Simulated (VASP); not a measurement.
Input of a VASP 6.6.1 run:

Contents of INCAR:

```
SYSTEM = Ru6F
ALGO = Normal ; DIPOL = 0.5 0.5 0.353
EDIFF = 1E-6 ; ENCUT = 520
GGA = PE ; IDIPOL = 3
ISIF = 2 ; ISMEAR = 0
LASPH = .True. ; LCHARG = .False.
LDIPOL = .True. ; LREAL = .False.
LWAVE = .False. ; NBANDS = 54
NELM = 100 ; PREC = Accurate
SIGMA = 0.1
```

File KPOINTS:

```
k-points
0
Gamma
  10 6 1
  0 0 0
```

File POSCAR:

```
Ru6F
1.0
    2.7197977462      0.0000000000      0.0000000000
    0.0000000000      4.2966597640      0.0000000000
    0.0000000000      0.0000000000     20.8383397922
Ru F
6 1
Direct
    0.0000000000      0.7500000000      0.1919538716
    0.5000000000      0.2500000000      0.2296314404
    0.5000000000      0.7500000000      0.3049865779
    0.0000000000      0.2500000000      0.3407382308
    0.0000000000      0.7500000000      0.4168575090
    0.5000000000      0.2500000000      0.4481326193
    0.6666666667      0.2500000000      0.5364191196
```

Potentials or basis: VASP PAW PBE potentials, release 64 (Ru_pv, F).

Launch:

```bash
$ cat potpaw_PBE.64/Ru_pv/POTCAR potpaw_PBE.64/F/POTCAR > POTCAR
$ mpirun -np 1 vasp_std > vasp.out
```

Q: Estimate the largest force.

A: 1.111 eV/Å.

Q: Estimate the band gap on the k mesh.

A: Zero (an odd number of electrons rules out a gap without spin polarisation).

Forces in eV/Å, atoms in the order of the input:
```
Ru   0.006  0.000  1.019
Ru  -0.059  0.000 -0.855
Ru   0.009  0.000 -0.158
Ru  -0.302  0.000 -0.335
Ru   0.233  0.000 -0.782
Ru   0.465  0.000  1.010
F   -0.351  0.000  0.102
```

Caveat: an odd number of electrons without spin polarisation forces a metal; a magnetic or distorted state may lie lower.
